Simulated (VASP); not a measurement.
# Ta2Ru (P-62m) in VASP: a series of runs

Ta2Ru is run at these levels: PBE; tasks: single point.

All numbers are computed with VASP 6.6.1; they aren't measurements. Logs are shortened: lines on timing, memory, paths and dates and some standing lists are left out, and cuts for length are marked.

### 1 The cell of the first run

It takes space group P-62m (No. 189, hexagonal). The conventional cell has a = 5.931 Å, b = 5.931 Å, c = 3.784 Å, α = 90.00°, β = 90.00°, γ = 120.00°. Ta (site symmetry m2m) has 2 Ru at 1.96 Å and 1 Ta at 2.01 Å within 2.6 Å. Within 2.7 Å of Ta (site symmetry -62m) lie 3 Ta at 2.01 Å. Ru (site symmetry -6) has 3 Ta at 1.96 Å within 2.6 Å.

The cell was generated, and may not be a known phase.

### 2 Single point, PBE

INCAR

```
ALGO     = Normal         # electronic algorithm
EDIFF    = 1E-6           # SCF threshold, eV
ENCUT    = 560            # plane-wave cutoff, eV
GGA      = PE             # functional
GGA_COMPAT= F            
ISIF     = 2              # what is computed and relaxed
ISMEAR   = 0              # smearing method
LASPH    = T              # aspherical terms in the spheres
LCHARG   = T              # write CHGCAR
LELF     = T              # ELF
LREAL    = F              # projectors in reciprocal space
LVHAR    = T            
LWAVE    = F              # write WAVECAR
NBANDS   = 51             # bands
NELM     = 120            # most SCF steps
PREC     = Accurate       # precision mode
SIGMA    = 0.1            # smearing width, eV
```

KPOINTS

```
k-points
0
Gamma
  3 3 4
```

POSCAR

```
Ta2Ru
1.0
    5.9314727700      0.0000000000      0.0000000000
   -2.9657363900      5.1368061000      0.0000000000
    0.0000000000      0.0000000000      3.7843462800
Ta Ru
4 2
Direct
    0.6611961400      0.0000000000      0.5000000000
    0.0000000000      0.6611961400      0.5000000000
    0.3388038600      0.3388038600      0.5000000000
    0.0000000000      0.0000000000      0.5000000000
    0.3333333300      0.6666666700      0.5000000000
    0.6666666700      0.3333333300      0.5000000000
```

Potentials or basis: VASP PAW PBE potentials, release 64 (Ta_sv_GW, Ru_sv).

Launch:

```console
> cat potpaw_PBE.64/Ta_sv_GW/POTCAR potpaw_PBE.64/Ru_sv/POTCAR > POTCAR
> mpirun -np 1 vasp_std > vasp.out
```

OUTCAR:

```text
EDIFF = 1E-6
   ENCUT = 560
   GGA = PE
   ISIF = 2
   ISMEAR = 0
   LASPH = T
   LREAL = F
   NELM = 120
   PREC = Accurate

 ion  position               nearest neighbor table
   1  0.661  0.000  0.500-   6 1.96   5 1.96   4 2.01
   2  0.000  0.661  0.500-   5 1.96   6 1.96   4 2.01
   3  0.339  0.339  0.500-   6 1.96   5 1.96   4 2.01
   4  0.000  0.000  0.500-   3 2.01   1 2.01   2 2.01
   5  0.333  0.667  0.500-   2 1.96   1 1.96   3 1.96
   6  0.667  0.333  0.500-   1 1.96   2 1.96   3 1.96

  LATTYP: Found a hexagonal cell.
 ALAT       =     5.9314727700
 C/A-ratio  =     0.6380112371

  Lattice vectors:

 A1 = (   5.9314727700,   0.0000000000,   0.0000000000)
 A2 = (  -2.9657363900,   5.1368061000,   0.0000000000)
 A3 = (   0.0000000000,   0.0000000000,   3.7843462800)

Analysis of symmetry for initial positions (statically):
=====================================================================
 Subroutine PRICEL returns:
 Original cell was already a primitive cell.

 Routine SETGRP: Setting up the symmetry group for a
 hexagonal supercell.

 Subroutine GETGRP returns: Found 12 space group operations
 (whereof 12 operations were pure point group operations)
 out of a pool of 24 trial point group operations.

The static configuration has the point symmetry D_3h.

Analysis of symmetry for dynamics (positions and initial velocities):
=====================================================================
 Subroutine PRICEL returns:
 Original cell was already a primitive cell.

 Routine SETGRP: Setting up the symmetry group for a
 hexagonal supercell.

 Subroutine GETGRP returns: Found 12 space group operations
 (whereof 12 operations were pure point group operations)
 out of a pool of 24 trial point group operations.

The dynamic configuration has the point symmetry D_3h.

 Subroutine INISYM returns: Found 12 space group operations
 (whereof 12 operations are pure point group operations),
 and found     1 'primitive' translations

----------------------------------------------------------------------------------------

                                     Primitive cell

  volume of cell :     115.3046

  direct lattice vectors                    reciprocal lattice vectors
     5.931472770  0.000000000  0.000000000     0.168592193  0.097336748  0.000000000
    -2.965736390  5.136806100  0.000000000     0.000000000  0.194673496  0.000000000
     0.000000000  0.000000000  3.784346280     0.000000000  0.000000000  0.264246431

  length of vectors
     5.931472770  5.931472772  3.784346280     0.194673496  0.194673496  0.264246431

  position of ions in fractional coordinates (direct lattice)
     0.661196140  0.000000000  0.500000000
     0.000000000  0.661196140  0.500000000
     0.338803860  0.338803860  0.500000000
     0.000000000  0.000000000  0.500000000
     0.333333330  0.666666670  0.500000000
     0.666666670  0.333333330  0.500000000

  ion indices of the primitive-cell ions
   primitive index   ion index
                 1           1
                 2           2
                 3           3
                 4           4
                 5           5
                 6           6

----------------------------------------------------------------------------------------

 KPOINTS: k-points

Automatic generation of k-mesh.
 Grid dimensions read from file:
 generate k-points for:    3    3    4

 Generating k-lattice:

  Cartesian coordinates                     Fractional coordinates (reciprocal lattice)
     0.056197398  0.032445583  0.000000000     0.333333333  0.000000000  0.000000000
     0.000000000  0.064891165  0.000000000     0.000000000  0.333333333  0.000000000
     0.000000000  0.000000000  0.066061608     0.000000000  0.000000000  0.250000000

  Length of vectors
     0.064891165  0.064891165  0.066061608

  Shift w.r.t. Gamma in fractional coordinates (k-lattice)
     0.000000000  0.000000000  0.000000000

 Subroutine IBZKPT returns following result:
 ===========================================

 Found      9 irreducible k-points:

 Following reciprocal coordinates:
            Coordinates               Weight
  0.000000  0.000000  0.000000      1.000000
  0.333333  0.000000  0.000000      6.000000
  0.333333  0.333333  0.000000      2.000000
  0.000000  0.000000  0.250000      2.000000
  0.333333  0.000000  0.250000     12.000000
  0.333333  0.333333  0.250000      4.000000
  0.000000  0.000000  0.500000      1.000000
  0.333333  0.000000  0.500000      6.000000
  0.333333  0.333333  0.500000      2.000000
   k-points           NKPTS =      9   k-points in BZ     NKDIM =      9   number of bands    NBANDS=     51
   number of dos      NEDOS =    301   number of ions     NIONS =      6
   total plane-waves  NPLWV =  69120
   dimension x,y,z NGX =    48 NGY =   48 NGZ =   30
   dimension x,y,z NGXF=    96 NGYF=   96 NGZF=   60
   ions per type =               4   2
   NGX,Y,Z   is equivalent  to a cutoff of  13.45, 13.45, 13.18 a.u.
   NGXF,Y,Z  is equivalent  to a cutoff of  26.91, 26.91, 26.36 a.u.
 SYSTEM =  unknown system
   PREC   = accura    normal or accurate (medium, high low for compatibility)
   ISTART =      0    job   : 0-new  1-cont  2-samecut
   ICHARG =      2    charge: 1-file 2-atom 10-const
   ISPIN  =      1    spin polarized calculation?
   LNONCOLLINEAR =      F non collinear calculations
   LSORBIT =      F    spin-orbit coupling
   LASPH  =      T    aspherical Exc in radial PAW
   ENCUT  =  560.0 eV  41.16 Ry    6.42 a.u.  11.44 11.44  7.30*2*pi/ulx,y,z
   NELM   =    120;   NELMIN=  2; NELMDL= -5     # of ELM steps
   EDIFF  = 0.1E-05   stopping-criterion for ELM
   LREAL  =      F    real-space projection
   EDIFFG = 0.1E-04   stopping-criterion for IOM
   NSW    =      0    number of steps for IOM
   IBRION =     -1    ionic relax: 0-MD 1-quasi-New 2-CG
   NFREE  =      0    steps in history (QN), initial steepest desc. (CG)
   ISIF   =      2    stress and relaxation
   ISYM   =      2    0-nonsym 1-usesym 2-fastsym
   POTIM  = 0.5000    time-step for ionic-motion
   TEBEG  =    0.0;   TEEND  =   0.0 temperature during run
   PSTRESS=    0.0 pullay stress
   NELECT =      84.0000    total number of electrons
   NUPDOWN=      -1.0000    fix difference up-down
   EMIN   =  10.00;   EMAX   =-10.00  energy-range for DOS
   EFERMI =   0.00;   METHOD = LEGACY
   ISMEAR =     0;   SIGMA  =   0.10  broadening in eV -4-tet -1-fermi 0-gaus
   EFERMI_NEDOS =   21; number of points for ismear=-14 and -15
   IALGO  =     38    algorithm
   IMIX   =      4    mixing-type and parameters
     AMIX     =   0.40;   BMIX     =  1.00
     AMIX_MAG =   1.60;   BMIX_MAG =  1.00
  volume/ion in A,a.u.               =      19.22       129.69
  Fermi-wavevector in a.u.,A,eV,Ry     =   1.473055  2.783671 29.523174  2.169892
  Thomas-Fermi vector in A             =   2.587995
   LORBIT       =      0    0 simple, 1 ext, 2 COOP (PROOUT), +10 PAW based schemes
   GGA     = PE    functional components
   LHFCALC =     F    Hartree Fock is set to
   AEXX    =    0.0000 exact exchange contribution
   IVDW    =     0    specifies the selected vdW correction
   LEPSILON=     F    determine dielectric tensor
   LRPA    =     F    only Hartree local field effects (RPA)
 non-spin polarized calculation
 Gauss-broadening in eV      SIGMA  =   0.10
  energy-cutoff  :      560.00
  volume of cell :      115.30
 maximum number of plane-waves:      3495
 NGX is ok and might be reduce to    48
   NGX = 23   NGY = 23   NGZ = 15

 number of electron      84.0000005 magnetization

 Free energy of the ion-electron system (eV)
  ---------------------------------------------------
  ext. energy  EPLUGINS =         0.00000000
  ---------------------------------------------------
  free energy    TOTEN  =       -39.55344965 eV

  energy without entropy =      -39.51456694  energy(sigma->0) =      -39.53400829

 E-fermi :   9.5190     XC(G=0): -11.7329

 val. band max:        9.5017652306   @ k =   0.3333   0.0000   0.5000
 cond. band min:       9.5940627619   @ k =   0.3333   0.0000   0.5000
 fundamental gap:      0.0922975312
 Fermi energy:         9.5189606179

 k-point     1 :       0.0000    0.0000    0.0000
  band No.  band energies     occupation
      1     -64.2132      2.00000
      2     -64.0573      2.00000
      3     -58.5445      2.00000
      4     -58.3992      2.00000
      5     -58.3992      2.00000
      6     -56.6656      2.00000
[... 43 lines left out ...]
     50      13.1625      0.00000
     51      13.3049      0.00000

 k-point     2 :       0.3333    0.0000    0.0000
  band No.  band energies     occupation
      1     -64.1808      2.00000
      2     -64.0912      2.00000
      3     -58.7302      2.00000
      4     -58.3414      2.00000
      5     -58.2148      2.00000
      6     -56.7238      2.00000
[... 43 lines left out ...]
     50      12.7093      0.00000
     51      13.4079      0.00000

 k-point     3 :       0.3333    0.3333    0.0000
  band No.  band energies     occupation
      1     -64.1364      2.00000
      2     -64.1364      2.00000
      3     -58.7912      2.00000
      4     -58.2333      2.00000
      5     -58.2333      2.00000
      6     -56.7532      2.00000
[... 43 lines left out ...]
     50      13.1405      0.00000
     51      13.1405      0.00000
[... 217 lines left out ...]
 k-point     8 :       0.3333    0.0000    0.5000
  band No.  band energies     occupation
      1     -64.1804      2.00000
      2     -64.0908      2.00000
      3     -58.7293      2.00000
      4     -58.3405      2.00000
      5     -58.2140      2.00000
      6     -56.7231      2.00000
[... 43 lines left out ...]
     50      13.4283      0.00000
     51      13.7487      0.00000

 k-point     9 :       0.3333    0.3333    0.5000
  band No.  band energies     occupation
      1     -64.1360      2.00000
      2     -64.1360      2.00000
      3     -58.7904      2.00000
      4     -58.2326      2.00000
      5     -58.2326      2.00000
      6     -56.7525      2.00000
[... 43 lines left out ...]
     50      14.2780      0.00000
     51      14.3041      0.00000

------------------------ aborting loop because EDIFF is reached ----------------------------------------

  FORCE on cell =-STRESS in cart. coord.  units (eV):
  Direction    XX          YY          ZZ          XY          YZ          ZX
  --------------------------------------------------------------------------------------
  -------------------------------------------------------------------------------------
  Total      140.9687004    140.9687004    -13.7595793     -0.0000001      0.0000000      0.0000000
  in kB     1958.7846676   1958.7846671   -191.1917528     -0.0000019      0.0000000      0.0000000
  external PRESSURE =    1242.1258606 kB  Pullay stress =       0.0000000 kB

 VOLUME and BASIS-vectors are now :
 -----------------------------------------------------------------------------
  energy-cutoff  :      560.00
  volume of cell :      115.30
      direct lattice vectors                 reciprocal lattice vectors
     5.931472770  0.000000000  0.000000000     0.168592193  0.097336748  0.000000000
    -2.965736390  5.136806100  0.000000000     0.000000000  0.194673496  0.000000000
     0.000000000  0.000000000  3.784346280     0.000000000  0.000000000  0.264246431

 POSITION                                       TOTAL-FORCE (eV/Angst)
 -----------------------------------------------------------------------------------
      3.92187      0.00000      1.89217         0.497388      0.000000      0.000000
     -1.96093      3.39644      1.89217        -0.248694      0.430751     -0.000000
      1.00480      1.74037      1.89217        -0.248694     -0.430751      0.000000
      0.00000      0.00000      1.89217         0.000000      0.000000      0.000000
     -0.00000      3.42454      1.89217         0.000000      0.000000      0.000000
      2.96574      1.71227      1.89217         0.000000      0.000000      0.000000
 -----------------------------------------------------------------------------------
    total drift:                                0.000001      0.000002     -0.000000

  FREE ENERGIE OF THE ION-ELECTRON SYSTEM (eV)
  ---------------------------------------------------
  free  energy   TOTEN  =       -39.5534496459 eV

  energy  without entropy=      -39.5145669416  energy(sigma->0) =      -39.53400829
```

Wall time 2.3 min (1 thread of Intel Xeon Platinum 8488C (Sapphire Rapids), shared host); peak memory 0.27 GiB.

What came out:

- Free energy: -39.5534 eV
- Pressure: 124.2 GPa
- Largest force: 0.497 eV/Å
- Band gap on the k mesh: zero (bands 42 and 43 overlap by 0.16 eV)

Forces on the atoms (eV/Å):
```
Ta   0.497  0.000  0.000
Ta  -0.249  0.431  0.000
Ta  -0.249 -0.431  0.000
Ta   0.000  0.000  0.000
Ru   0.000  0.000  0.000
Ru   0.000  0.000  0.000
```

Caveat: the k points lie up to 0.42 Å⁻¹ apart; atoms lie so close that the PAW spheres overlap strongly, which falsifies energies and pressures; spin-orbit coupling is left out, which moves the levels of the heavy elements.

### 3 Single point, PBE

This run uses another cell than the first one, of 22.39 Å³/atom.

INCAR

```
PREC = Accurate
ENCUT = 560
EDIFF = 1E-6
ISMEAR = 0
SIGMA = 0.1
LREAL = F
LASPH = T
NELM = 120
ALGO = Normal
ISIF = 2
LWAVE = F
LCHARG = T
GGA = PE
LELF = T
LVHAR = T
NBANDS = 51
GGA_COMPAT = F
```

KPOINTS

```
regular mesh
0
Gamma
  3 3 4
```

POSCAR

```
Ta2Ru
1.0
    7.3979416281      0.0000000036      0.0000000000
   -3.6989708172      6.4068053839      0.0000000000
    0.0000000000      0.0000000000      2.8349174649
Ta Ru
4 2
Direct
    0.6512362522      0.0000000000      0.5000000000
    0.0000000000      0.6512362522      0.5000000000
    0.3487637478      0.3487637478      0.5000000000
    0.0000000000      0.0000000000      0.5000000000
    0.3333333333      0.6666666667      0.5000000000
    0.6666666667      0.3333333333      0.5000000000
```

Potentials or basis: VASP PAW PBE potentials, release 64 (Ta_sv_GW, Ru_sv).

Launch:

```console
> cat potpaw_PBE.64/Ta_sv_GW/POTCAR potpaw_PBE.64/Ru_sv/POTCAR > POTCAR
> mpirun -np 1 vasp_std > vasp.out
```

Wall time 2.3 min (1 thread of Intel Xeon Platinum 8488C (Sapphire Rapids), shared host); peak memory 0.29 GiB.

Results (log left out):

```
Free energy            : -68.3936 eV
Pressure               : -0.4 GPa
Largest force          : 0.005 eV/Å
Band gap on the k mesh : zero (bands 42 and 43 overlap by 0.40 eV)
```

Forces in eV/Å, atoms in the order of the input:
```
Ta   0.005  0.000  0.000
Ta  -0.002  0.004  0.000
Ta  -0.002 -0.004  0.000
Ta   0.000  0.000  0.000
Ru   0.000  0.000  0.000
Ru   0.000  0.000  0.000
```

Levels at points of the mesh, in eV from the Fermi level:
| k point | band 40 | band 41 | band 42 | band 43 | band 44 | band 45 |
| --- | --- | --- | --- | --- | --- | --- |
| (0.00, 0.00, 0.00) | -0.50 | -0.50 | -0.01 | -0.01 | 0.27 | 0.27 |
| (0.00, 0.00, 0.50) | 0.27 | 0.34 | 0.34 | 1.27 | 1.27 | 1.43 |

Caveat: the k points lie up to 0.55 Å⁻¹ apart; spin-orbit coupling is left out, which moves the levels of the heavy elements.

### 4 Single point, PBE

This run uses another cell than the first one, of 22.53 Å³/atom.

INCAR is that of step 3.

KPOINTS

```
Automatic mesh
0
Gamma
  3 3 6
```

POSCAR

```
Ta2Ru
1.0
    7.4351446909      0.0000000000      0.0000000000
   -3.7175723455      6.4390241831      0.0000000000
    0.0000000000      0.0000000000      2.8232220616
Ta Ru
4 2
Direct
    0.6509584770      0.0000000000      0.5000000000
    0.0000000000      0.6509584770      0.5000000000
    0.3490415230      0.3490415230      0.5000000000
    0.0000000000      0.0000000000      0.5000000000
    0.3333333333      0.6666666667      0.5000000000
    0.6666666667      0.3333333333      0.5000000000
```

Launch:

```console
> cat potpaw_PBE.64/Ta_sv_GW/POTCAR potpaw_PBE.64/Ru_sv/POTCAR > POTCAR
> mpirun -np 1 vasp_std > vasp.out
```

It took 2.4 min on 1 thread of Intel Xeon Platinum 8259CL at 2.50GHz (Skylake/Cascade Lake), shared host; peak memory 0.31 GiB.

The run converged. Its results:

* Free energy: -68.3403 eV
* Pressure: -0.7 GPa
* Largest force: 0.015 eV/Å
* Band gap on the k mesh: zero (bands 42 and 43 overlap by 0.35 eV)

Forces in eV/Å, atoms in the order of the input:
```
Ta  -0.015  0.000  0.000
Ta   0.008 -0.013  0.000
Ta   0.008  0.013  0.000
Ta   0.000  0.000  0.000
Ru   0.000  0.000  0.000
Ru   0.000  0.000  0.000
```

Levels at points of the mesh, in eV from the Fermi level:
| k point | band 40 | band 41 | band 42 | band 43 | band 44 | band 45 |
| --- | --- | --- | --- | --- | --- | --- |
| (0.00, 0.00, 0.00) | -0.47 | -0.47 | 0.00 | 0.00 | 0.21 | 0.21 |
| (0.00, 0.00, 0.50) | 0.27 | 0.29 | 0.29 | 1.17 | 1.17 | 1.40 |

Caveat: the k points lie up to 0.37 Å⁻¹ apart; spin-orbit coupling is left out, which moves the levels of the heavy elements.

[end of part 1 of 2]

The gap in the log of VASP goes by the Fermi energy; the results here count the filled bands.